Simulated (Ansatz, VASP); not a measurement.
Two plane-wave programs on MgS

File INCAR:

```
SYSTEM = MgS
  PREC = Accurate
  ENCUT = 520
  EDIFF = 1E-7
  ISMEAR = 0
  SIGMA = 0.05
  LREAL = .FALSE.
  LASPH = .TRUE.
  NELM = 80
  ALGO = Normal
  ISIF = 2
  LWAVE = .FALSE.
  LCHARG = .FALSE.
  GGA = PS
  NBANDS = 11
```

Contents of KPOINTS:

```
regular mesh
0
G
  8 8 8
  0 0 0
```

File POSCAR:

```
MgS
1.0
    0.0000000000      2.6016500000      2.5626252500
    2.6016500000      0.0000000000      2.5626252500
    2.6016500000      2.6016500000      0.0000000000
Mg S
1 1
Direct
    0.0000000000      0.0000000000      0.0000000000
    0.5000000000      0.5000000000      0.5000000000
```

Input for Ansatz:

```yaml
crystal:
  lattice:
    - [0.0, 2.60165, 2.56262525]
    - [2.60165, 0.0, 2.56262525]
    - [2.60165, 2.60165, 0.0]
  atoms:
    - { symbol: Mg, position: [0.0, 0.0, 0.0] }
    - { symbol: S, position: [0.5, 0.5, 0.5] }
basis:
  ecutwfc: 420
kpoints:
  mp_grid: { grid: [8, 8, 8] }
hamiltonian:
  xc: pbesol
scf:
  occupations: { method: gaussian, width: 0.05 }
output:
  forces: true
  stress: true
  eigenvalues: true
```

Change from the starting cell: strain +0.000 along x and y, -0.015 along z, atoms carried along.

Alike in both runs: task single point; functional PBEsol; k mesh 8 × 8 × 8; occupations gaussian, width 0.05 eV; no spin polarisation.

|  | VASP | Ansatz |
| --- | --- | --- |
| version | VASP 6.6.1 | Ansatz 0.2.0 |
| potentials or method | VASP PAW PBE potentials, release 64 (Mg, S), cutoff 520 eV | scalar-relativistic, plane waves, PAW |
| valence electrons in the cell | 8 | 16 |

|  | VASP | Ansatz | Ansatz less VASP |
| --- | --- | --- | --- |
| gap on the k mesh at the Fermi level (eV) | 2.66 | 2.66 | -0.003 |
| least direct gap on the mesh (eV) | 3.69 | 3.69 | 0.000 |
| pressure (GPa) | 0.1 | 0.3 | +0.20 |
| traceless stress, the component that is largest in VASP (GPa) | 1.16 | 1.17 | +0.003 |

VASP's potentials were made for PBE, not for PBEsol. VASP's potentials hold 8 valence electrons a cell and Ansatz's 16, so a difference there can come from the potentials and not from the codes.
